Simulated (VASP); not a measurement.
# TiPdRh3 (Pm-3m) in VASP: single point with PBE

Aim: the single point of TiPdRh3 with PBE.

Program: VASP 6.6.1. These are calculated values, not measurements. Logs are shortened: lines on timing, memory, paths and dates and some standing lists are left out, and cuts for length are marked.

## (1) The cell of the first run

The structure is cubic, space group Pm-3m (No. 221). The conventional cell has a = 4.678 Å, b = 4.678 Å, c = 4.678 Å, α = 90.00°, β = 90.00°, γ = 90.00°. Ti (site symmetry m-3m) has 12 Rh at 3.31 Å and 8 Pd at 4.05 Å within 4.4 Å. Within 3.1 Å of Pd (site symmetry m-3m) lie 6 Rh at 2.34 Å. Within 3.1 Å of Rh (site symmetry 4/mmm) lie 2 Pd at 2.34 Å.

## (2) Single point, PBE, collinear spin, ferromagnetic start

Contents of INCAR:

```
ALGO     = Normal         # electronic algorithm
EDIFF    = 1E-6           # SCF threshold, eV
ENCUT    = 500            # plane-wave cutoff, eV
GGA      = PE             # functional
GGA_COMPAT= False        
ISIF     = 2              # what is computed and relaxed
ISMEAR   = 1              # smearing method
ISPIN    = 2              # spin polarisation
LASPH    = True           # aspherical terms in the spheres
LCHARG   = False          # write CHGCAR
LMAXMIX  = 4              # l up to which the mixer works
LORBIT   = 11             # projections on sites
LREAL    = False          # projectors in reciprocal space
LWAVE    = False          # write WAVECAR
MAGMOM   = 0.5 0.54 0.35 0.35 0.35 # initial moments
NBANDS   = 46             # bands
NELM     = 200            # most SCF steps
PREC     = Accurate       # precision mode
SIGMA    = 0.1            # smearing width, eV
```

Contents of KPOINTS:

```
k-points
0
Gamma
  8 8 8
```

Contents of POSCAR:

```
TiPdRh3
1.0
    4.6784474243      0.0000000000      0.0000000000
    0.0000000000      4.6784474243      0.0000000000
    0.0000000000      0.0000000000      4.6784474243
Ti Pd Rh
1 1 3
Direct
    0.0000000000      0.0000000000      0.0000000000
    0.5000000000      0.5000000000      0.5000000000
    0.0000000000      0.5000000000      0.5000000000
    0.5000000000      0.0000000000      0.5000000000
    0.5000000000      0.5000000000      0.0000000000
```

Potentials or basis: VASP PAW PBE potentials, release 64 (Ti_sv, Pd, Rh_pv).

The run is started by

```sh
cat potpaw_PBE.64/Ti_sv/POTCAR potpaw_PBE.64/Pd/POTCAR potpaw_PBE.64/Rh_pv/POTCAR > POTCAR
mpirun -np 1 vasp_std > vasp.out
```

OUTCAR:

```text
EDIFF = 1E-6
   ENCUT = 500
   GGA = PE
   ISIF = 2
   ISMEAR = 1
   ISPIN = 2
   LASPH = True
   LORBIT = 11
   LREAL = False
   NELM = 200
   PREC = Accurate

 ion  position               nearest neighbor table
   1  0.000  0.000  0.000-
   2  0.500  0.500  0.500-   3 2.34   4 2.34   5 2.34   5 2.34   4 2.34   3 2.34
   3  0.000  0.500  0.500-   2 2.34   2 2.34   5 3.31   5 3.31   4 3.31   4 3.31   4 3.31   5 3.31
                             5 3.31   4 3.31
   4  0.500  0.000  0.500-   2 2.34   2 2.34   5 3.31   5 3.31   3 3.31   3 3.31   5 3.31   5 3.31
                             3 3.31   3 3.31
   5  0.500  0.500  0.000-   2 2.34   2 2.34   4 3.31   3 3.31   3 3.31   4 3.31   4 3.31   4 3.31
                             3 3.31   3 3.31

  LATTYP: Found a simple cubic cell.
 ALAT       =     4.6784474243

  Lattice vectors:

 A1 = (   4.6784474243,   0.0000000000,   0.0000000000)
 A2 = (   0.0000000000,   4.6784474243,   0.0000000000)
 A3 = (   0.0000000000,   0.0000000000,   4.6784474243)

Analysis of symmetry for initial positions (statically):
=====================================================================
 Subroutine PRICEL returns:
 Original cell was already a primitive cell.

 Routine SETGRP: Setting up the symmetry group for a
 simple cubic supercell.

 Subroutine GETGRP returns: Found 48 space group operations
 (whereof 48 operations were pure point group operations)
 out of a pool of 48 trial point group operations.

The static configuration has the point symmetry O_h .

Analysis of symmetry for dynamics (positions and initial velocities):
=====================================================================
 Subroutine PRICEL returns:
 Original cell was already a primitive cell.

 Routine SETGRP: Setting up the symmetry group for a
 simple cubic supercell.

 Subroutine GETGRP returns: Found 48 space group operations
 (whereof 48 operations were pure point group operations)
 out of a pool of 48 trial point group operations.

The dynamic configuration has the point symmetry O_h .

Analysis of structural, dynamic, and magnetic symmetry:
=====================================================================
 Subroutine PRICEL returns:
 Original cell was already a primitive cell.

 Routine SETGRP: Setting up the symmetry group for a
 simple cubic supercell.

 Subroutine GETGRP returns: Found 48 space group operations
 (whereof 48 operations were pure point group operations)
 out of a pool of 48 trial point group operations.

The overall configuration has the point symmetry O_h .

 Subroutine INISYM returns: Found 48 space group operations
 (whereof 48 operations are pure point group operations),
 and found     1 'primitive' translations

----------------------------------------------------------------------------------------

                                     Primitive cell

  volume of cell :     102.4013

  direct lattice vectors                    reciprocal lattice vectors
     4.678447424  0.000000000  0.000000000     0.213746123  0.000000000  0.000000000
     0.000000000  4.678447424  0.000000000     0.000000000  0.213746123  0.000000000
     0.000000000  0.000000000  4.678447424     0.000000000  0.000000000  0.213746123

  length of vectors
     4.678447424  4.678447424  4.678447424     0.213746123  0.213746123  0.213746123

  position of ions in fractional coordinates (direct lattice)
     0.000000000  0.000000000  0.000000000
     0.500000000  0.500000000  0.500000000
     0.000000000  0.500000000  0.500000000
     0.500000000  0.000000000  0.500000000
     0.500000000  0.500000000  0.000000000

  ion indices of the primitive-cell ions
   primitive index   ion index
                 1           1
                 2           2
                 3           3
                 4           4
                 5           5

----------------------------------------------------------------------------------------

 KPOINTS: k-points
[... 25 lines left out ...]
  0.000000  0.000000  0.000000      1.000000
  0.125000  0.000000  0.000000      6.000000
  0.250000  0.000000  0.000000      6.000000
  0.375000  0.000000  0.000000      6.000000
  0.500000  0.000000  0.000000      3.000000
  0.125000  0.125000  0.000000     12.000000
[... 16 lines left out ...]
  0.375000  0.375000  0.125000     24.000000
  0.500000  0.375000  0.125000     24.000000
 [... further k-points ...]
   k-points           NKPTS =     35   k-points in BZ     NKDIM =     35   number of bands    NBANDS=     46
   number of dos      NEDOS =    301   number of ions     NIONS =      5
   total plane-waves  NPLWV =  46656
   dimension x,y,z NGX =    36 NGY =   36 NGZ =   36
   dimension x,y,z NGXF=    72 NGYF=   72 NGZF=   72
   ions per type =               1   1   3
   NGX,Y,Z   is equivalent  to a cutoff of  12.79, 12.79, 12.79 a.u.
   NGXF,Y,Z  is equivalent  to a cutoff of  25.58, 25.58, 25.58 a.u.
 SYSTEM =  unknown system
   PREC   = accura    normal or accurate (medium, high low for compatibility)
   ISTART =      0    job   : 0-new  1-cont  2-samecut
   ICHARG =      2    charge: 1-file 2-atom 10-const
   ISPIN  =      2    spin polarized calculation?
   LNONCOLLINEAR =      F non collinear calculations
   LSORBIT =      F    spin-orbit coupling
   LASPH  =      T    aspherical Exc in radial PAW
   ENCUT  =  500.0 eV  36.75 Ry    6.06 a.u.   8.53  8.53  8.53*2*pi/ulx,y,z
   NELM   =    200;   NELMIN=  2; NELMDL= -5     # of ELM steps
   EDIFF  = 0.1E-05   stopping-criterion for ELM
   LREAL  =      F    real-space projection
   EDIFFG = 0.1E-04   stopping-criterion for IOM
   NSW    =      0    number of steps for IOM
   IBRION =     -1    ionic relax: 0-MD 1-quasi-New 2-CG
   NFREE  =      0    steps in history (QN), initial steepest desc. (CG)
   ISIF   =      2    stress and relaxation
   ISYM   =      2    0-nonsym 1-usesym 2-fastsym
   POTIM  = 0.5000    time-step for ionic-motion
   TEBEG  =    0.0;   TEEND  =   0.0 temperature during run
   PSTRESS=    0.0 pullay stress
   NELECT =      67.0000    total number of electrons
   NUPDOWN=      -1.0000    fix difference up-down
   EMIN   =  10.00;   EMAX   =-10.00  energy-range for DOS
   EFERMI =   0.00;   METHOD = LEGACY
   ISMEAR =     1;   SIGMA  =   0.10  broadening in eV -4-tet -1-fermi 0-gaus
   EFERMI_NEDOS =   21; number of points for ismear=-14 and -15
   IALGO  =     38    algorithm
   IMIX   =      4    mixing-type and parameters
     AMIX     =   0.40;   BMIX     =  1.00
     AMIX_MAG =   1.60;   BMIX_MAG =  1.00
  volume/ion in A,a.u.               =      20.48       138.21
  Fermi-wavevector in a.u.,A,eV,Ry     =   1.421231  2.685737 27.482376  2.019898
  Thomas-Fermi vector in A             =   2.542063
   LORBIT       =     11    0 simple, 1 ext, 2 COOP (PROOUT), +10 PAW based schemes
   GGA     = PE    functional components
   LHFCALC =     F    Hartree Fock is set to
   AEXX    =    0.0000 exact exchange contribution
   IVDW    =     0    specifies the selected vdW correction
   LEPSILON=     F    determine dielectric tensor
   LRPA    =     F    only Hartree local field effects (RPA)
 spin polarized calculation
 Methfessel and Paxton  Order N= 1 SIGMA  =   0.10
  energy-cutoff  :      500.00
  volume of cell :      102.40
 maximum number of plane-waves:      2624
 NGX is ok and might be reduce to    36
   NGX = 17   NGY = 17   NGZ = 17

 number of electron      67.0000021 magnetization       2.0381035

 Free energy of the ion-electron system (eV)
  ---------------------------------------------------
  ext. energy  EPLUGINS =         0.00000000
  ---------------------------------------------------
  free energy    TOTEN  =       -27.95956103 eV

  energy without entropy =      -27.96353280  energy(sigma->0) =      -27.96088495

 E-fermi :   6.5272     XC(G=0): -11.1695

 val. band max:        6.5230285588   @ k =   0.5000   0.5000   0.0000
 cond. band min:       6.5307373603   @ k =   0.5000   0.2500   0.1250
 fundamental gap:      0.0077088015
 Fermi energy:         6.5271559121

 spin component 1

 k-point     1 :       0.0000    0.0000    0.0000
  band No.  band energies     occupation
      1     -51.9504      1.00000
      2     -39.7054      1.00000
      3     -39.7054      1.00000
      4     -39.7054      1.00000
      5     -39.1366      1.00000
      6     -39.1366      1.00000
[... 1141 lines left out ...]
     44      12.0395      0.00000
     45      13.3994      0.00000

 [... further k-points ...]

 spin component 2

 k-point     1 :       0.0000    0.0000    0.0000
  band No.  band energies     occupation
      1     -51.3358      1.00000
      2     -39.4261      1.00000
      3     -39.4261      1.00000
      4     -39.4261      1.00000
      5     -38.9751      1.00000
      6     -38.9751      1.00000
[... 1141 lines left out ...]
     44      12.2621      0.00000
     45      13.5497      0.00000

 [... further k-points ...]

 [bands above 45 left out]

------------------------ aborting loop because EDIFF is reached ----------------------------------------

  FORCE on cell =-STRESS in cart. coord.  units (eV):
  Direction    XX          YY          ZZ          XY          YZ          ZX
  --------------------------------------------------------------------------------------
  -------------------------------------------------------------------------------------
  Total       -0.6672753     -0.6672753     -0.6672753      0.0000000      0.0000000      0.0000000
  in kB      -10.4402378    -10.4402378    -10.4402378      0.0000000      0.0000000      0.0000000
  external PRESSURE =     -10.4402378 kB  Pullay stress =       0.0000000 kB

 VOLUME and BASIS-vectors are now :
 -----------------------------------------------------------------------------
  energy-cutoff  :      500.00
  volume of cell :      102.40
      direct lattice vectors                 reciprocal lattice vectors
     4.678447424  0.000000000  0.000000000     0.213746123  0.000000000  0.000000000
     0.000000000  4.678447424  0.000000000     0.000000000  0.213746123  0.000000000
     0.000000000  0.000000000  4.678447424     0.000000000  0.000000000  0.213746123

 POSITION                                       TOTAL-FORCE (eV/Angst)
 -----------------------------------------------------------------------------------
      0.00000      0.00000      0.00000         0.000000      0.000000      0.000000
      2.33922      2.33922      2.33922         0.000000      0.000000      0.000000
      0.00000      2.33922      2.33922         0.000000      0.000000      0.000000
      2.33922      0.00000      2.33922         0.000000      0.000000      0.000000
      2.33922      2.33922      0.00000         0.000000      0.000000      0.000000
 -----------------------------------------------------------------------------------
    total drift:                                0.000000      0.000000      0.000000

  FREE ENERGIE OF THE ION-ELECTRON SYSTEM (eV)
  ---------------------------------------------------
  free  energy   TOTEN  =       -27.9595610325 eV

  energy  without entropy=      -27.9635327985  energy(sigma->0) =      -27.96088495

 total charge

# of ion       s       p       d       tot
------------------------------------------
    1        2.144   6.006   1.684   9.833
    2        0.781   0.739   8.578  10.097
    3        0.324   6.156   7.198  13.678
    4        0.324   6.156   7.198  13.678
    5        0.324   6.156   7.198  13.678
--------------------------------------------------
tot          3.895  25.212  31.856  60.964

 magnetization (x)

# of ion       s       p       d       tot
------------------------------------------
    1        0.013   0.004   0.585   0.603
    2       -0.004  -0.012   0.479   0.463
    3       -0.001   0.000   0.255   0.254
    4       -0.001   0.000   0.255   0.254
    5       -0.001   0.000   0.255   0.254
--------------------------------------------------
tot          0.006  -0.007   1.829   1.828
```

Run time: 41 min. Hardware: 1 thread of Intel Xeon 8259CL, shared host; peak memory 0.41 GiB.

Results:

- Free energy: -27.9596 eV
- Pressure: -1.0 GPa
- Net moment: 2.04 μB per cell
- Site moments: Ti +0.60; Pd +0.46; Rh +0.25 μB
- Valence electrons inside the program's atomic spheres: Ti 9.83; Pd 10.10; Rh 13.68
